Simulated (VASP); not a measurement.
Input of a VASP 6.6.1 run:

File POSCAR:

```
Na
1.0
    3.8135743766      0.0000000000      0.0000000000
   -1.9067871883      3.3026522894      0.0000000000
    0.0000000000      0.0000000000      6.2275669570
Na
2
Direct
    0.3333333333      0.6666666667      0.2500000000
    0.6666666667      0.3333333333      0.7500000000
```

The input INCAR.step1:

```
SYSTEM = Na
  PREC = Accurate
  ENCUT = 520
  ISMEAR = -1
  SIGMA = 0.1
  LREAL = .FALSE.
  LASPH = .TRUE.
  NELM = 100
  NBANDS = 14
  GGA = PE
  ALGO = Normal
  EDIFF = 1E-4
  LWAVE = .TRUE.
  LCHARG = .FALSE.
```

INCAR.step2

```
SYSTEM = Na
  PREC = Accurate
  ENCUT = 520
  EDIFF = 1E-6
  ISMEAR = -1
  SIGMA = 0.1
  LREAL = .FALSE.
  LASPH = .TRUE.
  NELM = 100
  ALGO = Normal
  ISIF = 2
  LWAVE = .FALSE.
  LCHARG = .FALSE.
  METAGGA = R2SCAN
  LMIXTAU = .TRUE.
  NBANDS = 14
  ISTART = 1
```

The input KPOINTS:

```
Automatic mesh
0
G
  11 11 6
  0 0 0
```

Potentials or basis: VASP PAW PBE potentials, release 64 (Na_pv).

The run is started by

```bash
$ cat potpaw_PBE.64/Na_pv/POTCAR > POTCAR
$ cp INCAR.step1 INCAR
$ mpirun -np 1 vasp_std > vasp.out
$ cp INCAR.step2 INCAR
$ mpirun -np 1 vasp_std > vasp.out
```

(1) Predict the band gap on the k mesh.

(2) Estimate the pressure.

## Answers

(1) zero (bands 7 and 8 overlap by 4.10 eV).

(2) -0.2 GPa.

Caveat: the PAW data sets were made with another functional, which shifts forces and pressure a little.
